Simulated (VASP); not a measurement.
Wanted: the native input for a VASP 6.6.1 run.

- Task: single point
- Functional: LDA
- Potentials or basis: VASP PAW LDA potentials, release 64 (Si)
- Cutoff: 520 eV
- k mesh: 10 × 10 × 6
- Occupations: gaussian, width 0.05 eV
- Spin: no spin polarisation
- Dipole correction: no
- Further INCAR settings: ALGO = Normal; EDIFF = 1e-07; NBANDS = 16

The structure of Si lies in POSCAR:

```
Si
1.0
    0.0000000000     -2.7007989451     -2.7007989451
    0.0000000000      2.7007989451     -2.7007989451
    5.7797097425      0.0000000000      0.0000000000
Si
4
Direct
    0.5000000000      0.5000000000     -0.0061093033
    0.0000000000      0.0000000000      0.5061093033
    0.0000000000      0.5000000000      0.2500000000
    0.5000000000      0.0000000000      0.7500000000
```

This cell differs from its parent crystal: atoms displaced along a vibrational mode, the cell strained.

These files were run (other wordings do the same):

INCAR

```
SYSTEM = Si
  PREC = Accurate
  ENCUT = 520
  EDIFF = 1E-7
  ISMEAR = 0
  SIGMA = 0.05
  LREAL = .False.
  LASPH = .True.
  NELM = 80
  ALGO = Normal
  ISIF = 2
  LWAVE = .False.
  LCHARG = .False.
  GGA = CA
  NBANDS = 16
```

KPOINTS

```
Automatic mesh
0
Gamma
  10 10 6
  0 0 0
```

Potentials or basis: VASP PAW LDA potentials, release 64 (Si).

The run is started by

```bash
$ cat potpaw_LDA.64/Si/POTCAR > POTCAR
$ mpirun -np 1 vasp_std > vasp.out
```

Results of the run:

| Property | Result |
| --- | --- |
| Pressure | -5.6 GPa |
| Largest force | 0.535 eV/Å |
| Band gap on the k mesh | 0.19 eV |

Caveat: the cell differs from its parent crystal (atoms displaced along a vibrational mode, the cell strained); the stress differs along the axes, from -10 to -3 GPa; semilocal functionals underestimate gaps, and a narrow one can read as zero.

Wall time 56 s on 1 thread of AMD EPYC 7R13 Processor (Zen 3), with other jobs on the host, peak memory 0.17 GiB.
